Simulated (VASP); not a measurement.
Wanted: the native input for a VASP 6.6.1 run.

| Item | Value |
| --- | --- |
| Task | single point |
| Functional | PBE |
| Potentials or basis | VASP PAW PBE potentials, release 64 (Ta_pv, N) |
| Cutoff | 520 eV |
| k mesh | 8 × 8 × 8 |
| Occupations | gaussian, width 0.1 eV |
| Spin | collinear spin, ferromagnetic start |
| Starting moments | [1.0, 0.0] μB |
| Dipole correction | no |
| Further INCAR settings | ALGO = Normal; EDIFF = 1e-07; NBANDS = 19 |

The structure of TaN lies in POSCAR:

```
TaN
1.0
   -1.5471000763      1.5778517525      2.2087566643
    1.5471000763     -1.5778517525      2.2087566643
    1.5471000763      1.5778517525     -2.2087566643
Ta N
1 1
Direct
    0.0000000000      0.0000000000      0.0000000000
    0.5000000000      0.5000000000      0.0000000000
```

The input as run:

INCAR

```
ALGO     = Normal         # electronic algorithm
EDIFF    = 1E-7           # SCF threshold, eV
ENCUT    = 520            # plane-wave cutoff, eV
GGA      = PE             # functional
ISIF     = 2              # what is computed and relaxed
ISMEAR   = 0              # smearing method
ISPIN    = 2              # spin polarisation
LASPH    = True           # aspherical terms in the spheres
LCHARG   = False          # write CHGCAR
LMAXMIX  = 4              # l up to which the mixer works
LORBIT   = 11             # projections on sites
LREAL    = False          # projectors in reciprocal space
LWAVE    = False          # write WAVECAR
MAGMOM   = 1 0            # initial moments
NBANDS   = 19             # bands
NELM     = 150            # most SCF steps
PREC     = Accurate       # precision mode
SIGMA    = 0.1            # smearing width, eV
```

KPOINTS

```
k-points
0
Gamma
  8 8 8
```

Potentials or basis: VASP PAW PBE potentials, release 64 (Ta_pv, N).

The run is started by

```sh
$ cat potpaw_PBE.64/Ta_pv/POTCAR potpaw_PBE.64/N/POTCAR > POTCAR
$ mpirun -np 1 vasp_std > vasp.out
```

Results of the run:

- Pressure: 0.6 GPa
- Band gap on the k mesh: zero (filled and empty bands overlap)
- Net moment: 0.00 μB per cell
- Valence electrons inside the program's atomic spheres: Ta 8.92; N 3.76

Caveat: spin-orbit coupling is left out, which moves the levels of the heavy elements.

It took 90 s on 1 thread of Intel Xeon 8259CL (shared host), peak memory 0.2 GiB.
